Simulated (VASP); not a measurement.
A run of VASP 6.6.1 is set up as follows.

The input POSCAR:

```
Nb
1.0
    0.0000000000      2.7436243378      2.7436243378
    2.7436243378      0.0000000000      2.7436243378
    2.7436243378      2.7436243378      0.0000000000
Nb
2
Direct
    1.0000000000      1.0000000000      1.0000000000
    0.2500000000      0.2500000000      0.2500000000
```

Contents of INCAR.step1:

```
SYSTEM = Nb
  PREC = Accurate
  ENCUT = 550
  ISMEAR = 1
  SIGMA = 0.05
  LREAL = .FALSE.
  LASPH = .TRUE.
  NELM = 120
  NBANDS = 20
  GGA = PE
  ALGO = Normal
  EDIFF = 1E-5
  LWAVE = .TRUE.
  LCHARG = .FALSE.
  GGA_COMPAT = .FALSE.
```

File INCAR.step2:

```
SYSTEM = Nb
  PREC = Accurate
  ENCUT = 550
  EDIFF = 1E-6
  ISMEAR = 1
  SIGMA = 0.05
  LREAL = .FALSE.
  LASPH = .TRUE.
  NELM = 120
  ALGO = Normal
  ISIF = 2
  LWAVE = .FALSE.
  LCHARG = .TRUE.
  METAGGA = R2SCAN
  LMIXTAU = .TRUE.
  LELF = .TRUE.
  LVHAR = .TRUE.
  NBANDS = 20
  ISTART = 1
  GGA_COMPAT = .FALSE.
```

KPOINTS

```
regular mesh
0
G
  5 5 5
  0 0 0
```

Potentials or basis: VASP PAW PBE potentials, release 64 (Nb_sv).

Command:

```sh
$ cat potpaw_PBE.64/Nb_sv/POTCAR > POTCAR
$ cp INCAR.step1 INCAR
$ mpirun -np 1 vasp_std > vasp.out
$ cp INCAR.step2 INCAR
$ mpirun -np 1 vasp_std > vasp.out
```

Q: What does it give for the pressure?

A: 20.5 GPa.

Q: Predict the band gap on the k mesh.

A: Zero (bands 13 and 14 overlap by 1.90 eV).

Caveat: the k points lie up to 0.40 Å⁻¹ apart, too coarse for converged energies and pressures of a metal; the PAW data sets were made with another functional, which shifts forces and pressure a little.
